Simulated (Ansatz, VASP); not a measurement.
LiCl: VASP beside Ansatz

```
CELL_PARAMETERS angstrom
3.95003 0.00000 0.00000
-1.97502 3.60429 0.00000
0.00000 0.00000 5.23255
ATOMIC_POSITIONS crystal
Li 0.33564 0.67128 0.25000
Li 0.66436 0.32872 0.75000
Cl 0.66125 0.32249 0.25000
Cl 0.33875 0.67751 0.75000
```

Change from the starting cell: uniaxial_x strain -5.1%.

Alike in both runs: task single point; functional r2SCAN; k mesh 12 × 12 × 6; no spin polarisation.

|  | VASP | Ansatz |
| --- | --- | --- |
| version | VASP 6.6.1 | Ansatz 0.2.0 |
| potentials or method | VASP PAW PBE potentials, release 64 (Li_sv, Cl) | plane waves, PAW |
| plane-wave cutoff (eV) | 520 | 500 |
| occupations | gaussian, width 0.01 eV | fixed |
| valence electrons in the cell | 20 | 20 |

VASP gave:

- gap on the k mesh at the Fermi level (eV): 6.51
- rms of the force components (eV/Å): 0.010

Which values does Ansatz return?

gap on the k mesh at the Fermi level (eV): 6.45; rms of the force components (eV/Å): 0.000.

VASP's potentials were made for PBE, not for r2SCAN. Atom by atom the forces differ by 0.011 eV/Å (rms over components).

Noted on VASP's run: the cutoff is under 1.25 times that of the potentials, so the pressure is a little rough.
